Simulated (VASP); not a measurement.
# BeSeO4 (P-43m) in VASP: single point with PBE

Aim: the single point of BeSeO4 with PBE.

Everything below comes from runs of VASP 6.6.1. Logs are shortened: lines on timing, memory, paths and dates and some standing lists are left out, and cuts for length are marked.

### Step 1. The cell of the first run

Symmetry: P-43m, No. 215, cubic system. Conventional cell: a = 3.931 Å, b = 3.931 Å, c = 3.931 Å, α = 90.00°, β = 90.00°, γ = 90.00°. Within 1.4 Å of Be (site symmetry -43m) lie 4 O at 1.02 Å. Se (site symmetry -43m) has 4 O at 2.39 Å within 3.2 Å. O (site symmetry 3m) has 1 Be at 1.02 Å within 1.4 Å.

### Step 2. Single point, PBE

The input, INCAR:

```
SYSTEM = BeSeO4
ALGO = Normal
EDIFF = 1E-7
ENCUT = 520
GGA = PE
ISIF = 2
ISMEAR = 0
LASPH = .TRUE.
LCHARG = .FALSE.
LREAL = .FALSE.
LWAVE = .FALSE.
NBANDS = 25
NELM = 80
PREC = Accurate
SIGMA = 0.1
```

The input, KPOINTS:

```
k-points
0
G
  4 4 4
  0 0 0
```

The input, POSCAR:

```
BeSeO4
1.0
    3.9310774900      0.0000000000      0.0000000000
    0.0000000000      3.9310774900      0.0000000000
    0.0000000000      0.0000000000      3.9310774900
Be Se O
1 1 4
Direct
    0.0000000000      0.0000000000      0.0000000000
    0.5000000000      0.5000000000      0.5000000000
    0.1492096300      0.1492096300      0.8507903700
    0.1492096300      0.8507903700      0.1492096300
    0.8507903700      0.1492096300      0.1492096300
    0.8507903700      0.8507903700      0.8507903700
```

Potentials or basis: VASP PAW PBE potentials, release 64 (Be, Se, O).

On the command line:

```bash
> cat potpaw_PBE.64/Be/POTCAR potpaw_PBE.64/Se/POTCAR potpaw_PBE.64/O/POTCAR > POTCAR
> mpirun -np 1 vasp_std > vasp.out
```

OUTCAR:

```text
SYSTEM = BeSeO4
   EDIFF = 1E-7
   ENCUT = 520
   GGA = PE
   ISIF = 2
   ISMEAR = 0
   LASPH = .TRUE.
   LREAL = .FALSE.
   NELM = 80
   PREC = Accurate

 ion  position               nearest neighbor table
   1  0.000  0.000  0.000-   3 1.02   4 1.02   5 1.02   6 1.02
   2  0.500  0.500  0.500-
   3  0.149  0.149  0.851-   1 1.02   4 1.66   5 1.66   6 1.66
   4  0.149  0.851  0.149-   1 1.02   3 1.66   5 1.66   6 1.66
   5  0.851  0.149  0.149-   1 1.02   3 1.66   4 1.66   6 1.66
   6  0.851  0.851  0.851-   1 1.02   3 1.66   4 1.66   5 1.66

 -----------------------------------------------------------------------------
|                                                                             |
|           W    W    AA    RRRRR   N    N  II  N    N   GGGG   !!!           |
|           W    W   A  A   R    R  NN   N  II  NN   N  G    G  !!!           |
|           W    W  A    A  R    R  N N  N  II  N N  N  G       !!!           |
|           W WW W  AAAAAA  RRRRR   N  N N  II  N  N N  G  GGG   !            |
|           WW  WW  A    A  R   R   N   NN  II  N   NN  G    G                |
|           W    W  A    A  R    R  N    N  II  N    N   GGGG   !!!           |
|                                                                             |
|     The distance between some ions is very small. Please check the          |
|     nearest-neighbor list in the OUTCAR file.                               |
|     I HOPE YOU KNOW WHAT YOU ARE DOING!                                     |
|                                                                             |
 -----------------------------------------------------------------------------

  LATTYP: Found a simple cubic cell.
 ALAT       =     3.9310774900

  Lattice vectors:

 A1 = (   3.9310774900,   0.0000000000,   0.0000000000)
 A2 = (   0.0000000000,   3.9310774900,   0.0000000000)
 A3 = (   0.0000000000,   0.0000000000,   3.9310774900)

Analysis of symmetry for initial positions (statically):
=====================================================================
 Subroutine PRICEL returns:
 Original cell was already a primitive cell.

 Routine SETGRP: Setting up the symmetry group for a
 simple cubic supercell.

 Subroutine GETGRP returns: Found 24 space group operations
 (whereof 24 operations were pure point group operations)
 out of a pool of 48 trial point group operations.

The static configuration has the point symmetry T_d .

Analysis of symmetry for dynamics (positions and initial velocities):
=====================================================================
 Subroutine PRICEL returns:
 Original cell was already a primitive cell.

 Routine SETGRP: Setting up the symmetry group for a
 simple cubic supercell.

 Subroutine GETGRP returns: Found 24 space group operations
 (whereof 24 operations were pure point group operations)
 out of a pool of 48 trial point group operations.

The dynamic configuration has the point symmetry T_d .

 Subroutine INISYM returns: Found 24 space group operations
 (whereof 24 operations are pure point group operations),
 and found     1 'primitive' translations

----------------------------------------------------------------------------------------

                                     Primitive cell

  volume of cell :      60.7484

  direct lattice vectors                    reciprocal lattice vectors
     3.931077490  0.000000000  0.000000000     0.254383182  0.000000000  0.000000000
     0.000000000  3.931077490  0.000000000     0.000000000  0.254383182  0.000000000
     0.000000000  0.000000000  3.931077490     0.000000000  0.000000000  0.254383182

  length of vectors
     3.931077490  3.931077490  3.931077490     0.254383182  0.254383182  0.254383182

  position of ions in fractional coordinates (direct lattice)
     0.000000000  0.000000000  0.000000000
     0.500000000  0.500000000  0.500000000
     0.149209630  0.149209630  0.850790370
     0.149209630  0.850790370  0.149209630
     0.850790370  0.149209630  0.149209630
     0.850790370  0.850790370  0.850790370

  ion indices of the primitive-cell ions
   primitive index   ion index
                 1           1
                 2           2
                 3           3
                 4           4
                 5           5
                 6           6

----------------------------------------------------------------------------------------

 KPOINTS: k-points

Automatic generation of k-mesh.
 Grid dimensions read from file:
 generate k-points for:    4    4    4

 Generating k-lattice:

  Cartesian coordinates                     Fractional coordinates (reciprocal lattice)
     0.063595795  0.000000000  0.000000000     0.250000000  0.000000000  0.000000000
     0.000000000  0.063595795  0.000000000     0.000000000  0.250000000  0.000000000
     0.000000000  0.000000000  0.063595795     0.000000000  0.000000000  0.250000000

  Length of vectors
     0.063595795  0.063595795  0.063595795

  Shift w.r.t. Gamma in fractional coordinates (k-lattice)
     0.000000000  0.000000000  0.000000000

 Subroutine IBZKPT returns following result:
 ===========================================

 Found     10 irreducible k-points:

 Following reciprocal coordinates:
            Coordinates               Weight
  0.000000  0.000000  0.000000      1.000000
  0.250000  0.000000  0.000000      6.000000
  0.500000  0.000000  0.000000      3.000000
  0.250000  0.250000  0.000000     12.000000
  0.500000  0.250000  0.000000     12.000000
  0.500000  0.500000  0.000000      3.000000
  0.250000  0.250000  0.250000      8.000000
  0.500000  0.250000  0.250000     12.000000
  0.500000  0.500000  0.250000      6.000000
  0.500000  0.500000  0.500000      1.000000
   k-points           NKPTS =     10   k-points in BZ     NKDIM =     10   number of bands    NBANDS=     25
   number of dos      NEDOS =    301   number of ions     NIONS =      6
   total plane-waves  NPLWV =  27000
   dimension x,y,z NGX =    30 NGY =   30 NGZ =   30
   dimension x,y,z NGXF=    60 NGYF=   60 NGZF=   60
   ions per type =               1   1   4
   NGX,Y,Z   is equivalent  to a cutoff of  12.69, 12.69, 12.69 a.u.
   NGXF,Y,Z  is equivalent  to a cutoff of  25.37, 25.37, 25.37 a.u.
 SYSTEM =  BeSeO4
   PREC   = accura    normal or accurate (medium, high low for compatibility)
   ISTART =      0    job   : 0-new  1-cont  2-samecut
   ICHARG =      2    charge: 1-file 2-atom 10-const
   ISPIN  =      1    spin polarized calculation?
   LNONCOLLINEAR =      F non collinear calculations
   LSORBIT =      F    spin-orbit coupling
   LASPH  =      T    aspherical Exc in radial PAW
   ENCUT  =  520.0 eV  38.22 Ry    6.18 a.u.   7.31  7.31  7.31*2*pi/ulx,y,z
   NELM   =     80;   NELMIN=  2; NELMDL= -5     # of ELM steps
   EDIFF  = 0.1E-06   stopping-criterion for ELM
   LREAL  =      F    real-space projection
   EDIFFG = 0.1E-05   stopping-criterion for IOM
   NSW    =      0    number of steps for IOM
   IBRION =     -1    ionic relax: 0-MD 1-quasi-New 2-CG
   NFREE  =      0    steps in history (QN), initial steepest desc. (CG)
   ISIF   =      2    stress and relaxation
   ISYM   =      2    0-nonsym 1-usesym 2-fastsym
   POTIM  = 0.5000    time-step for ionic-motion
   TEBEG  =    0.0;   TEEND  =   0.0 temperature during run
   PSTRESS=    0.0 pullay stress
   NELECT =      32.0000    total number of electrons
   NUPDOWN=      -1.0000    fix difference up-down
   EMIN   =  10.00;   EMAX   =-10.00  energy-range for DOS
   EFERMI =   0.00;   METHOD = LEGACY
   ISMEAR =     0;   SIGMA  =   0.10  broadening in eV -4-tet -1-fermi 0-gaus
   EFERMI_NEDOS =   21; number of points for ismear=-14 and -15
   IALGO  =     38    algorithm
   IMIX   =      4    mixing-type and parameters
     AMIX     =   0.40;   BMIX     =  1.00
     AMIX_MAG =   1.60;   BMIX_MAG =  1.00
  volume/ion in A,a.u.               =      10.12        68.33
  Fermi-wavevector in a.u.,A,eV,Ry     =   1.322147  2.498496 23.783988  1.748074
  Thomas-Fermi vector in A             =   2.451850
   LORBIT       =      0    0 simple, 1 ext, 2 COOP (PROOUT), +10 PAW based schemes
   GGA     = PE    functional components
   LHFCALC =     F    Hartree Fock is set to
   AEXX    =    0.0000 exact exchange contribution
   IVDW    =     0    specifies the selected vdW correction
   LEPSILON=     F    determine dielectric tensor
   LRPA    =     F    only Hartree local field effects (RPA)
 non-spin polarized calculation
 Gauss-broadening in eV      SIGMA  =   0.10
  energy-cutoff  :      520.00
  volume of cell :       60.75
 maximum number of plane-waves:      1666
 NGX is ok and might be reduce to    30
   NGX = 15   NGY = 15   NGZ = 15

 number of electron      31.9999997 magnetization

 Free energy of the ion-electron system (eV)
  ---------------------------------------------------
  ext. energy  EPLUGINS =         0.00000000
  ---------------------------------------------------
  free energy    TOTEN  =        11.20061898 eV

  energy without entropy =       11.23829027  energy(sigma->0) =       11.21945463

 E-fermi :   3.4119     XC(G=0): -10.4386

 val. band max:        3.3988031760   @ k =   0.0000   0.0000   0.0000
 cond. band min:       3.4332400473   @ k =   0.5000   0.2500   0.2500
 fundamental gap:      0.0344368713
 Fermi energy:         3.4118874659

 k-point     1 :       0.0000    0.0000    0.0000
  band No.  band energies     occupation
      1     -19.2982      2.00000
      2     -16.4172      2.00000
      3     -16.4172      2.00000
      4     -16.4172      2.00000
      5      -9.9196      2.00000
      6      -4.2883      2.00000
[... 17 lines left out ...]
     24      16.6415      0.00000
     25      16.6415      0.00000

 k-point     2 :       0.2500    0.0000    0.0000
  band No.  band energies     occupation
      1     -19.2108      2.00000
      2     -16.5888      2.00000
      3     -16.4019      2.00000
      4     -16.4019      2.00000
      5      -9.7900      2.00000
      6      -4.4549      2.00000
[... 216 lines left out ...]
 k-point    10 :       0.5000    0.5000    0.5000
  band No.  band energies     occupation
      1     -18.8577      2.00000
      2     -16.6044      2.00000
      3     -16.6044      2.00000
      4     -16.6044      2.00000
      5      -9.5142      2.00000
      6      -5.2484      2.00000
[... 17 lines left out ...]
     24      18.2698      0.00000
     25      18.2698      0.00000

------------------------ aborting loop because EDIFF is reached ----------------------------------------

  FORCE on cell =-STRESS in cart. coord.  units (eV):
  Direction    XX          YY          ZZ          XY          YZ          ZX
  --------------------------------------------------------------------------------------
  -------------------------------------------------------------------------------------
  Total       73.2225332     73.2225332     73.2225332      0.0000000      0.0000000      0.0000000
  in kB     1931.1700519   1931.1700519   1931.1700519      0.0000000      0.0000000      0.0000000
  external PRESSURE =    1931.1700519 kB  Pullay stress =       0.0000000 kB

 VOLUME and BASIS-vectors are now :
 -----------------------------------------------------------------------------
  energy-cutoff  :      520.00
  volume of cell :       60.75
      direct lattice vectors                 reciprocal lattice vectors
     3.931077490  0.000000000  0.000000000     0.254383182  0.000000000  0.000000000
     0.000000000  3.931077490  0.000000000     0.000000000  0.254383182  0.000000000
     0.000000000  0.000000000  3.931077490     0.000000000  0.000000000  0.254383182

 POSITION                                       TOTAL-FORCE (eV/Angst)
 -----------------------------------------------------------------------------------
      0.00000      0.00000      0.00000         0.000000      0.000000      0.000000
      1.96554      1.96554      1.96554         0.000000     -0.000000      0.000000
      0.58655      0.58655      3.34452        32.378285     32.378285    -32.378285
      0.58655      3.34452      0.58655        32.378285    -32.378285     32.378285
      3.34452      0.58655      0.58655       -32.378285     32.378285     32.378285
      3.34452      3.34452      3.34452       -32.378285    -32.378285    -32.378285
 -----------------------------------------------------------------------------------
    total drift:                               -0.000000     -0.000000     -0.000000

  FREE ENERGIE OF THE ION-ELECTRON SYSTEM (eV)
  ---------------------------------------------------
  free  energy   TOTEN  =        11.2006189839 eV

  energy  without entropy=       11.2382902736  energy(sigma->0) =       11.21945463
```

Wall time 27 s (1 thread of Intel Xeon 8259CL, shared host); peak memory 0.17 GiB.

What came out:

| Item | Value |
| --- | --- |
| Free energy | 11.2006 eV |
| Pressure | 193.1 GPa |
| Largest force | 56.081 eV/Å |
| Band gap on the k mesh | zero (band 16 reaches 3.44 eV, above the bottom of band 17 at 2.80 eV) |

Forces on the atoms (eV/Å):
```
Be    0.000   0.000   0.000
Se    0.000   0.000   0.000
O    32.378  32.378 -32.378
O    32.378 -32.378  32.378
O   -32.378  32.378  32.378
O   -32.378 -32.378 -32.378
```

Caveat: the k points lie up to 0.40 Å⁻¹ apart; forces of over 1 eV/Å act on the atoms, so gaps and moduli don't describe the material at rest.
